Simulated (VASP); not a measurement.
# HfSi2 (Cmcm) in VASP: further runs

HfSi2 is run at these levels: PBE; tasks: single point, relaxation of shape and atoms at fixed volume.

Everything below comes from runs of VASP 6.6.1. Logs are shortened: lines on timing, memory, paths and dates and some standing lists are left out, and cuts for length are marked.

## Step 1: The cell of the first run

Symmetry: Cmcm, No. 63, orthorhombic system. Conventional cell: a = 3.609 Å, b = 14.300 Å, c = 3.705 Å, α = 90.00°, β = 90.00°, γ = 90.00°. Hf (site symmetry m2m) has 10 Si at 2.68 to 2.91 Å and 6 Hf at 3.52 to 3.71 Å within 3.8 Å. Si (site symmetry m2m) has 6 Si at 2.43 to 3.36 Å and 6 Hf at 2.68 to 2.91 Å within 3.4 Å. Si (site symmetry m2m) has 8 Si at 2.59 to 3.36 Å and 4 Hf at 2.76 to 2.78 Å within 3.4 Å.

## Step 2: Single point, PBE (biaxial strain in the a-b plane: -2.0 %, then relaxed in part)

Input file INCAR:

```
ALGO = Normal
EDIFF = 1E-6
ENCUT = 500
GGA = PE
GGA_COMPAT = F
ISIF = 2
ISMEAR = 0
LASPH = T
LCHARG = T
LELF = T
LREAL = F
LVHAR = T
LWAVE = F
NBANDS = 48
NELM = 120
PREC = Accurate
SIGMA = 0.1
```

Input file KPOINTS:

```
k-points
0
Gamma
  10 4 10
```

Input file POSCAR:

```
HfSi2
1.0
    3.6088842324      0.0000000000      0.0000000000
    0.0000000000     14.3001601080      0.0000000000
    0.0000000000      0.0000000000      3.7054733184
Hf Si
4 8
Direct
    0.0000000000      0.1046652854      0.2500000000
    0.5000000000      0.3953347146      0.7500000000
    0.5000000000      0.6046652854      0.2500000000
    0.0000000000      0.8953347146      0.7500000000
    0.0000000000      0.4452838214      0.2500000000
    0.5000000000      0.0547161786      0.7500000000
    0.5000000000      0.2506045679      0.2500000000
    0.0000000000      0.2493954321      0.7500000000
    0.5000000000      0.9452838214      0.2500000000
    0.0000000000      0.5547161786      0.7500000000
    0.0000000000      0.7506045679      0.2500000000
    0.5000000000      0.7493954321      0.7500000000
```

Potentials or basis: VASP PAW PBE potentials, release 64 (Hf_pv, Si).

Started as:

```
> cat potpaw_PBE.64/Hf_pv/POTCAR potpaw_PBE.64/Si/POTCAR > POTCAR
> mpirun -np 1 vasp_std > vasp.out
```

OUTCAR:

```text
EDIFF = 1E-6
   ENCUT = 500
   GGA = PE
   ISIF = 2
   ISMEAR = 0
   LASPH = T
   LREAL = F
   NELM = 120
   PREC = Accurate

 ion  position               nearest neighbor table
   1  0.000  0.105  0.250-   6 2.68   6 2.68   6 2.68   6 2.68   7 2.76   7 2.76   8 2.78   8 2.78
                             9 2.91   9 2.91   4 3.52   4 3.52
   2  0.500  0.395  0.750-   5 2.68   5 2.68   5 2.68   5 2.68   8 2.76   8 2.76   7 2.78   7 2.78
                            10 2.91  10 2.91   3 3.52   3 3.52
   3  0.500  0.605  0.250-  10 2.68  10 2.68  10 2.68  10 2.68  11 2.76  11 2.76  12 2.78  12 2.78
                             5 2.91   5 2.91   2 3.52   2 3.52
   4  0.000  0.895  0.750-   9 2.68   9 2.68   9 2.68   9 2.68  12 2.76  12 2.76  11 2.78  11 2.78
                             6 2.91   6 2.91   1 3.52   1 3.52
   5  0.000  0.445  0.250-  10 2.43  10 2.43   2 2.68   2 2.68   2 2.68   2 2.68   3 2.91   3 2.91

   6  0.500  0.055  0.750-   9 2.43   9 2.43   1 2.68   1 2.68   1 2.68   1 2.68   4 2.91   4 2.91

   7  0.500  0.251  0.250-   8 2.59   8 2.59   8 2.59   8 2.59   1 2.76   1 2.76   2 2.78   2 2.78
[... 7 lines left out ...]
  11  0.000  0.751  0.250-  12 2.59  12 2.59  12 2.59  12 2.59   3 2.76   3 2.76   4 2.78   4 2.78

  12  0.500  0.749  0.750-  11 2.59  11 2.59  11 2.59  11 2.59   4 2.76   4 2.76   3 2.78   3 2.78

  LATTYP: Found a simple orthorhombic cell.
 ALAT       =     3.6088842324
 B/A-ratio  =     1.0267642517
 C/A-ratio  =     3.9624879013

  Lattice vectors:

 A1 = (  -3.6088842324,   0.0000000000,   0.0000000000)
 A2 = (   0.0000000000,   0.0000000000,   3.7054733184)
 A3 = (   0.0000000000,  14.3001601080,   0.0000000000)

Analysis of symmetry for initial positions (statically):
=====================================================================
 Subroutine PRICEL returns following result:

  LATTYP: Found a base centered orthorhombic cell.
 ALAT       =     3.6088842324
 B/A-ratio  =     3.9624879013
 C/A-ratio  =     1.0267642517

  Lattice vectors:

 A1 = (  -1.8044421162,   7.1500800540,   0.0000000000)
 A2 = (  -1.8044421162,  -7.1500800540,   0.0000000000)
 A3 = (   0.0000000000,   0.0000000000,   3.7054733184)

   2 primitive cells build up your supercell.

 Routine SETGRP: Setting up the symmetry group for a
 simple orthorhombic supercell.

 Subroutine GETGRP returns: Found  8 space group operations
 (whereof  4 operations were pure point group operations)
 out of a pool of  8 trial point group operations.

The static configuration has the point symmetry C_2h.
 The point group associated with its full space group is D_2h.

Analysis of symmetry for dynamics (positions and initial velocities):
=====================================================================
 Subroutine PRICEL returns following result:

  LATTYP: Found a base centered orthorhombic cell.
 ALAT       =     3.6088842324
 B/A-ratio  =     3.9624879013
 C/A-ratio  =     1.0267642517

  Lattice vectors:

 A1 = (  -1.8044421162,   7.1500800540,   0.0000000000)
 A2 = (  -1.8044421162,  -7.1500800540,   0.0000000000)
 A3 = (   0.0000000000,   0.0000000000,   3.7054733184)

   2 primitive cells build up your supercell.

 Routine SETGRP: Setting up the symmetry group for a
 simple orthorhombic supercell.

 Subroutine GETGRP returns: Found  8 space group operations
 (whereof  4 operations were pure point group operations)
 out of a pool of  8 trial point group operations.

The dynamic configuration has the point symmetry C_2h.
 The point group associated with its full space group is D_2h.

 Subroutine INISYM returns: Found  8 space group operations
 (whereof  4 operations are pure point group operations),
 and found     2 'primitive' translations

----------------------------------------------------------------------------------------

                                     Primitive cell

  volume of cell :      95.6153

  direct lattice vectors                    reciprocal lattice vectors
    -1.804442116  7.150080054  0.000000000    -0.277093954  0.069929287  0.000000000
[... 44 lines left out ...]
   NUPDOWN=      -1.0000    fix difference up-down
   EMIN   =  10.00;   EMAX   =-10.00  energy-range for DOS
   EFERMI =   0.00;   METHOD = LEGACY
   ISMEAR =     0;   SIGMA  =   0.10  broadening in eV -4-tet -1-fermi 0-gaus
   EFERMI_NEDOS =   21; number of points for ismear=-14 and -15
   IALGO  =     38    algorithm
   IMIX   =      4    mixing-type and parameters
     AMIX     =   0.40;   BMIX     =  1.00
     AMIX_MAG =   1.60;   BMIX_MAG =  1.00
  volume/ion in A,a.u.               =      15.94       107.54
  Fermi-wavevector in a.u.,A,eV,Ry     =   1.182133  2.233908 19.013317  1.397439
  Thomas-Fermi vector in A             =   2.318393
   LORBIT       =      0    0 simple, 1 ext, 2 COOP (PROOUT), +10 PAW based schemes
   GGA     = PE    functional components
   LHFCALC =     F    Hartree Fock is set to
   AEXX    =    0.0000 exact exchange contribution
   IVDW    =     0    specifies the selected vdW correction
   LEPSILON=     F    determine dielectric tensor
   LRPA    =     F    only Hartree local field effects (RPA)
 non-spin polarized calculation
 Gauss-broadening in eV      SIGMA  =   0.10
  energy-cutoff  :      500.00
  volume of cell :      191.23
 maximum number of plane-waves:      4894
 NGX is ok and might be reduce to    28
   NGX = 13   NGY = 53   NGZ = 13

 number of electron      72.0000003 magnetization

 Free energy of the ion-electron system (eV)
  ---------------------------------------------------
  ext. energy  EPLUGINS =         0.00000000
  ---------------------------------------------------
  free energy    TOTEN  =       -89.74723850 eV

  energy without entropy =      -89.73535162  energy(sigma->0) =      -89.74129506

 E-fermi :   8.5919     XC(G=0): -11.4876

 val. band max:        8.5835537104   @ k =   0.4000   0.5000   0.0000
 cond. band min:       8.5946190353   @ k =   0.0000   0.0000   0.3000
 fundamental gap:      0.0110653249
 Fermi energy:         8.5919442284

 k-point     1 :       0.0000    0.0000    0.0000
  band No.  band energies     occupation
      1     -22.1201      2.00000
      2     -22.1091      2.00000
      3     -22.0173      2.00000
      4     -22.0163      2.00000
      5     -22.0034      2.00000
      6     -22.0024      2.00000
[... 1213 lines left out ...]
     47      11.8026      0.00000
     48      11.8026      0.00000

 [... further k-points ...]
[... 5 lines left out ...]
  --------------------------------------------------------------------------------------
  -------------------------------------------------------------------------------------
  Total        6.8386951      5.5550413     -0.0175792      0.0000000      0.0000000      0.0000000
  in kB       57.2962608     46.5414952     -0.1472832      0.0000000      0.0000000      0.0000000
  external PRESSURE =      34.5634910 kB  Pullay stress =       0.0000000 kB

 VOLUME and BASIS-vectors are now :
 -----------------------------------------------------------------------------
  energy-cutoff  :      500.00
  volume of cell :      191.23
      direct lattice vectors                 reciprocal lattice vectors
     3.608884232  0.000000000  0.000000000     0.277093954  0.000000000  0.000000000
     0.000000000 14.300160108  0.000000000     0.000000000  0.069929287  0.000000000
     0.000000000  0.000000000  3.705473318     0.000000000  0.000000000  0.269871057

 POSITION                                       TOTAL-FORCE (eV/Angst)
 -----------------------------------------------------------------------------------
      0.00000      1.49673      0.92637         0.000000     -0.006302     -0.000000
      1.80444      5.65335      2.77910         0.000000      0.006302     -0.000000
      1.80444      8.64681      0.92637         0.000000     -0.006302     -0.000000
      0.00000     12.80343      2.77910         0.000000      0.006302     -0.000000
      0.00000      6.36763      0.92637         0.000000      0.021244      0.000000
      1.80444      0.78245      2.77910         0.000000     -0.021244      0.000000
      1.80444      3.58369      0.92637         0.000000      0.001970     -0.000000
      0.00000      3.56639      2.77910        -0.000000     -0.001970      0.000000
      1.80444     13.51771      0.92637         0.000000      0.021244      0.000000
      0.00000      7.93253      2.77910         0.000000     -0.021244      0.000000
      0.00000     10.73377      0.92637         0.000000      0.001970     -0.000000
      1.80444     10.71647      2.77910        -0.000000     -0.001970     -0.000000
 -----------------------------------------------------------------------------------
    total drift:                                0.000000      0.000000     -0.000000

  FREE ENERGIE OF THE ION-ELECTRON SYSTEM (eV)
  ---------------------------------------------------
  free  energy   TOTEN  =       -89.7472385041 eV

  energy  without entropy=      -89.7353516249  energy(sigma->0) =      -89.74129506
```

Wall time 28 min (1 thread of Oxide Virtual Turin-like, shared host); peak memory 0.72 GiB.

What came out:

```
Free energy            : -89.7472 eV
Pressure               : 3.5 GPa
Largest force          : 0.021 eV/Å
Band gap on the k mesh : zero (bands 36 and 37 overlap by 1.14 eV)
```

Forces in eV/Å, atoms in the order of the input:
```
Hf   0.000 -0.006  0.000
Hf   0.000  0.006  0.000
Hf   0.000 -0.006  0.000
Hf   0.000  0.006  0.000
Si   0.000  0.021  0.000
Si   0.000 -0.021  0.000
Si   0.000  0.002  0.000
Si   0.000 -0.002  0.000
Si   0.000  0.021  0.000
Si   0.000 -0.021  0.000
Si   0.000  0.002  0.000
Si   0.000 -0.002  0.000
```

Levels at points of the mesh, in eV from the Fermi level:
```csv
k point,band 34,band 35,band 36,band 37,band 38,band 39
"(0.00, 0.00, 0.00)",-1.59,-0.08,0.50,1.17,1.21,1.29
"(0.50, 0.00, 0.00)",-1.10,-0.97,-0.97,-0.12,-0.12,0.60
"(0.00, 0.50, 0.00)",-1.64,-0.16,-0.16,1.22,1.22,1.50
"(0.50, 0.50, 0.00)",-0.89,-0.71,-0.71,-0.60,-0.60,0.65
"(0.00, 0.00, 0.50)",-0.85,0.11,0.11,0.21,0.21,0.28
"(0.50, 0.00, 0.50)",-2.45,-2.45,-2.45,1.86,1.86,1.86
"(0.00, 0.50, 0.50)",-0.43,-0.43,-0.43,0.23,0.23,0.23
"(0.50, 0.50, 0.50)",-2.47,-2.47,-2.47,2.10,2.10,2.10
```

Caveat: the cell differs from its parent crystal (biaxial strain in the a-b plane: -2.0 %, then relaxed in part); the stress differs along the axes, from -0 to 6 GPa; spin-orbit coupling is left out, which moves the levels of the heavy elements.

## Step 3: Single point, PBE (biaxial strain in the a-b plane: -1.0 %, then relaxed in part)

Input file INCAR:

```
ALGO = Normal
EDIFF = 1E-6
ENCUT = 500
GGA = PE
GGA_COMPAT = False
ISIF = 2
ISMEAR = 0
LASPH = True
LCHARG = False
LREAL = False
LWAVE = False
NBANDS = 48
NELM = 120
PREC = Accurate
SIGMA = 0.1
```

KPOINTS is that of step 2.

Input file POSCAR:

```
HfSi2
1.0
    3.6457095818      0.0000000000      0.0000000000
    0.0000000000     14.4460801091      0.0000000000
    0.0000000000      0.0000000000      3.6821803965
Hf Si
4 8
Direct
    0.0000000000      0.1050742982      0.2500000000
    0.5000000000      0.3949257018      0.7500000000
    0.5000000000      0.6050742982      0.2500000000
    0.0000000000      0.8949257018      0.7500000000
    0.0000000000      0.4455595234      0.2500000000
    0.5000000000      0.0544404766      0.7500000000
    0.5000000000      0.2501194898      0.2500000000
    0.0000000000      0.2498805102      0.7500000000
    0.5000000000      0.9455595234      0.2500000000
    0.0000000000      0.5544404766      0.7500000000
    0.0000000000      0.7501194898      0.2500000000
    0.5000000000      0.7498805102      0.7500000000
```

Potentials or basis: VASP PAW PBE potentials, release 64 (Hf_pv, Si).

Started as:

```
> cat potpaw_PBE.64/Hf_pv/POTCAR potpaw_PBE.64/Si/POTCAR > POTCAR
> mpirun -np 1 vasp_std > vasp.out
```

It took 26 min on 1 thread of Oxide Virtual Turin-like, shared host; peak memory 0.72 GiB.

The run converged. Its results:

```yaml
Free_energy: -89.8417 eV
Pressure: 1.6 GPa
Largest_force: 0.021 eV/Å
Band_gap_on_the_k_mesh: zero (bands 36 and 37 overlap by 1.05 eV)
```

Forces in eV/Å, atoms in the order of the input:
```
Hf   0.000 -0.006  0.000
Hf   0.000  0.006  0.000
Hf   0.000 -0.006  0.000
Hf   0.000  0.006  0.000
Si   0.000  0.021  0.000
Si   0.000 -0.021  0.000
Si   0.000  0.002  0.000
Si   0.000 -0.002  0.000
Si   0.000  0.021  0.000
Si   0.000 -0.021  0.000
Si   0.000  0.002  0.000
Si   0.000 -0.002  0.000
```

Stress tensor (GPa, compression positive):
```
 2.75  0.00  0.00
 0.00  2.22  0.00
 0.00  0.00 -0.05
```

Levels at points of the mesh, in eV from the Fermi level:
```csv
k point,band 33,band 34,band 35,band 36,band 37,band 38,band 39,band 40
"(0.00, 0.00, 0.00)",-2.02,-1.60,-0.08,0.41,1.19,1.19,1.31,1.40
"(0.50, 0.00, 0.00)",-0.99,-0.99,-0.96,-0.96,-0.05,-0.05,0.69,0.69
"(0.00, 0.50, 0.00)",-1.69,-1.69,-0.15,-0.15,1.24,1.24,1.56,1.56
"(0.50, 0.50, 0.00)",-0.87,-0.87,-0.61,-0.61,-0.51,-0.51,0.73,0.73
"(0.00, 0.00, 0.50)",-0.91,-0.91,0.01,0.01,0.11,0.11,0.17,0.17
"(0.50, 0.00, 0.50)",-2.42,-2.42,-2.42,-2.42,1.79,1.79,1.79,1.79
"(0.00, 0.50, 0.50)",-0.50,-0.50,-0.50,-0.50,0.12,0.12,0.12,0.12
"(0.50, 0.50, 0.50)",-2.44,-2.44,-2.44,-2.44,2.00,2.00,2.00,2.00
```

Caveat: the cell differs from its parent crystal (biaxial strain in the a-b plane: -1.0 %, then relaxed in part); spin-orbit coupling is left out, which moves the levels of the heavy elements.

## Step 4: Relaxation of shape and atoms at fixed volume, PBE (14.91 Å³/atom)

Input file INCAR:

```
SYSTEM = HfSi2
PREC     = Accurate       ! precision mode
ENCUT    = 500            ! plane-wave cutoff, eV
EDIFF    = 1E-7           ! SCF threshold, eV
ISMEAR   = 0              ! smearing method
SIGMA    = 0.1            ! smearing width, eV
LREAL    = .False.        ! projectors in reciprocal space
LASPH    = .True.         ! aspherical terms in the spheres
NELM     = 120            ! most SCF steps
ALGO     = Normal         ! electronic algorithm
ISIF     = 4              ! what is computed and relaxed
LWAVE    = .False.        ! write WAVECAR
LCHARG   = .False.        ! write CHGCAR
GGA      = PE             ! functional
IBRION   = 2              ! ionic algorithm
NSW      = 50             ! ionic steps
EDIFFG   = -0.01          ! ionic threshold
GGA_COMPAT= .False.      
NELMIN   = 4
```

Input file KPOINTS:

```
Automatic mesh
0
Gamma
  10 10 10
  0 0 0
```

Input file POSCAR:

```
HfSi2
1.0
    1.7906572348     -7.0034908889      0.0000000000
    1.7906572348      7.0034908889      0.0000000000
    0.0000000000      0.0000000000      3.5675697865
Hf Si
2 4
Direct
    0.8957001438      0.1042998562      0.2500000000
    0.1042998562      0.8957001438      0.7500000000
    0.5556395753      0.4443604247      0.2500000000
    0.4443604247      0.5556395753      0.7500000000
    0.2502131304      0.7497868696      0.2500000000
    0.7497868696      0.2502131304      0.7500000000
```

Started as:

```
> cat potpaw_PBE.64/Hf_pv/POTCAR potpaw_PBE.64/Si/POTCAR > POTCAR
> mpirun -np 1 vasp_std > vasp.out
```

Run time: 35 min. Hardware: 1 thread of Oxide Virtual Turin-like, shared host; peak memory 0.46 GiB.

The run converged. Its results:

* Free energy: -44.5608 eV
* Energy gained by relaxing: 0.5 meV/atom
* Ionic steps: 5
* Pressure after relaxing: 14.6 GPa
* Largest force after relaxing: 0.009 eV/Å
* Band gap on the k mesh: zero (bands 18 and 19 overlap by 1.24 eV)

Forces on the atoms (eV/Å):
```
Hf   0.000  0.001  0.000
Hf   0.000 -0.001  0.000
Si   0.000 -0.006  0.000
Si   0.000  0.006  0.000
Si   0.000 -0.009  0.000
Si   0.000  0.009  0.000
```

Step by step:
```
step  energy change (eV)  largest force (eV/Å)  pressure (GPa)  volume (Å³)
   1              0.0000                0.1034           14.99        89.48
   2             -0.0019                0.0539           14.83        89.48
   3             -0.0023                0.0556           14.69        89.48
   4             -0.0027                0.0188           14.65        89.48
   5             -0.0027                0.0085           14.64        89.48
```

Final structure:
```cif
data_structure
_symmetry_space_group_name_H-M 'P 1'
_symmetry_Int_Tables_number 1
_cell_length_a 7.1923
_cell_length_b 7.1923
_cell_length_c 3.5783
_cell_angle_alpha 90.000
_cell_angle_beta 90.000
_cell_angle_gamma 151.092
_cell_volume 89.48
loop_
_atom_site_label
_atom_site_type_symbol
_atom_site_fract_x
_atom_site_fract_y
_atom_site_fract_z
_atom_site_occupancy
Hf1 Hf 0.89636 0.10364 0.25000 1
Hf2 Hf 0.10364 0.89636 0.75000 1
Si1 Si 0.55634 0.44366 0.25000 1
Si2 Si 0.44366 0.55634 0.75000 1
Si3 Si 0.25012 0.74988 0.25000 1
Si4 Si 0.74988 0.25012 0.75000 1
```

Levels at points of the mesh, in eV from the Fermi level:
```tsv
k point	band 15	band 16	band 17	band 18	band 19	band 20	band 21	band 22
(0.00, 0.00, 0.00)	-2.66	-2.64	-2.52	0.22	1.12	1.22	1.82	1.91
(0.50, 0.00, 0.00)	-1.88	-1.83	-0.92	-0.61	-0.56	0.98	1.08	2.22
(0.50, 0.50, 0.00)	-2.99	-2.17	-1.61	0.67	1.09	1.35	1.43	2.12
(0.00, 0.00, 0.50)	-2.18	-2.18	-0.07	-0.07	0.43	0.43	1.76	1.76
(0.50, 0.00, 0.50)	-3.50	-3.50	-2.65	-2.65	2.25	2.25	2.97	2.97
(0.50, 0.50, 0.50)	-2.60	-2.60	-1.10	-1.10	0.21	0.21	2.62	2.62
```

Caveat: spin-orbit coupling is left out, which moves the levels of the heavy elements.

## Step 5: Summary

```tsv
task	cell	k mesh	gap on the mesh (eV)	pressure (GPa)	largest force (eV/Å)
single point	a = 3.609, b = 14.300, c = 3.705 Å, 12 atoms, atomic positions A	10 × 4 × 10	none	3.5	0.02
single point	a = 3.646, b = 14.446, c = 3.682 Å, 12 atoms, atomic positions B	10 × 4 × 10	none	1.6	0.02
relaxation of shape and atoms at fixed volume	relaxed from a = 7.229, b = 7.229, c = 3.568 Å, angles 90.0, 90.0, 151.3°, 6 atoms, atomic positions C	10 × 10 × 10	none	14.6	0.01
```

Alike in all rows: level PBE; potentials or basis VASP PAW PBE potentials, release 64 (Hf_pv, Si); no spin polarisation; cutoff (eV) 500; smearing gaussian 0.1 eV.

Caveats: spin-orbit coupling is left out, which moves the levels of the heavy elements; the stress differs along the axes, from -0 to 6 GPa (at least some runs).

Total energies depend on the potentials used, so only differences within one code and one set of settings carry meaning.
